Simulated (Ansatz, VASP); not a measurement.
# One calculation of ZnCu, two programs

INCAR

```
SYSTEM = ZnCu
PREC = Accurate
ENCUT = 520
EDIFF = 1E-7
ISMEAR = 0
SIGMA = 0.05
LREAL = .FALSE.
LASPH = .TRUE.
NELM = 60
ALGO = Normal
ISIF = 2
LWAVE = .FALSE.
LCHARG = .FALSE.
NBANDS = 18
```

KPOINTS

```
regular mesh
0
G
  12 12 12
  0 0 0
```

File POSCAR:

```
ZnCu
1.0
    2.9652259791      0.0000000000      0.0000000000
    0.0000000000      2.9652259791      0.0000000000
    0.0000000000      0.0000000000      2.9652259791
Zn Cu
1 1
Direct
    0.5000000000      0.5000000000      0.5000000000
    0.0000000000      0.0000000000      0.0000000000
```

Input for Ansatz:

```yaml
crystal:
  lattice:
    - [2.9652259791, 0.0, 0.0]
    - [0.0, 2.9652259791, 0.0]
    - [0.0, 0.0, 2.9652259791]
  atoms:
    - { symbol: Zn, position: [0.5, 0.5, 0.5] }
    - { symbol: Cu, position: [0.0, 0.0, 0.0] }
basis:
  ecutwfc: 420
  ecutrho_ratio: 4
kpoints:
  mp_grid: { grid: [12, 12, 12] }
hamiltonian:
  xc: lda
scf:
  occupations: { method: gaussian, width: 0.05 }
output:
  forces: true
  stress: true
  eigenvalues: true
  populations: true
```

Alike in both runs: task single point; functional LDA; k mesh 12 × 12 × 12; occupations gaussian, width 0.05 eV; no spin polarisation.

```csv
,VASP,Ansatz
version,VASP 6.6.1,Ansatz 0.2.0
potentials or method,"VASP PAW LDA potentials, release 64 (Zn, Cu), cutoff 520 eV","scalar-relativistic, plane waves, PAW"
valence electrons in the cell,23,31
```

```csv
,VASP,Ansatz,Ansatz less VASP
gap on the k mesh at the Fermi level (eV),none,none,-
pressure (GPa),-10.9,-11.7,-0.77
```

LDA's correlation is that of Perdew and Zunger in VASP and of Perdew and Wang (1992) in Ansatz. A gap of «none» marks a metal or a gap that the smearing closes. VASP's potentials hold 23 valence electrons a cell and Ansatz's 31, so a difference there can come from the potentials and not from the codes.
